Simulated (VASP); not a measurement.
Here is a VASP 6.6.1 calculation.

Contents of POSCAR:

```
Zn2Co
1.0
    0.0000000000      2.6536457122      2.6536457122
    2.6536457122      0.0000000000      2.6536457122
    2.6536457122      2.6536457122      0.0000000000
Zn Co
2 1
Direct
    0.2500000000      0.2500000000      0.2500000000
    0.7500000000      0.7500000000      0.7500000000
    0.0000000000      0.0000000000      0.0000000000
```

Contents of INCAR.step1:

```
SYSTEM = Zn2Co
PREC = Accurate ; ENCUT = 600
ISMEAR = 0 ; SIGMA = 0.1
LREAL = .FALSE. ; LASPH = .TRUE.
NELM = 100 ; GGA = PE
ALGO = Normal ; EDIFF = 1E-4
LWAVE = .TRUE. ; LCHARG = .FALSE.
```

INCAR.step2

```
SYSTEM = Zn2Co
PREC = Accurate ; ENCUT = 600
EDIFF = 1E-6 ; ISMEAR = 0
SIGMA = 0.1 ; LREAL = .FALSE.
LASPH = .TRUE. ; NELM = 100
ALGO = Normal ; ISIF = 3
LWAVE = .FALSE. ; LCHARG = .FALSE.
METAGGA = R2SCAN ; LMIXTAU = .TRUE.
IBRION = 2 ; NSW = 90
EDIFFG = -0.04 ; ISTART = 1
```

The input KPOINTS:

```
Automatic mesh
0
G
  6 6 6
  0 0 0
```

Potentials or basis: VASP PAW PBE potentials, release 64 (Zn, Co).

Command:

```bash
$ cat potpaw_PBE.64/Zn/POTCAR potpaw_PBE.64/Co/POTCAR > POTCAR
$ cp INCAR.step1 INCAR
$ mpirun -np 1 vasp_std > vasp.out
$ cp INCAR.step2 INCAR
$ mpirun -np 1 vasp_std > vasp.out
```

What does it give for the band gap on the k mesh?

Zero (an odd number of electrons rules out a gap without spin polarisation).

Predict the relaxed volume.

14.45 Å³/atom.

Final structure:
```
Zn Co
1.0
     0.00000    2.78840    2.78840
     2.78840    0.00000    2.78840
     2.78840    2.78840    0.00000
Zn Co
2 1
Cartesian
  1.3942 1.3942 1.3942
  4.1826 4.1826 4.1826
  0.0000 0.0000 0.0000
```

Caveat: the volume moved by over 15 % at a fixed basis, so the end points are rough; the PAW data sets were made with another functional, which shifts forces and pressure a little; the run has no spin polarisation, though such a crystal can be magnetic. Spin polarisation is off, so any magnetic state and its effect on volume and gap are missing.
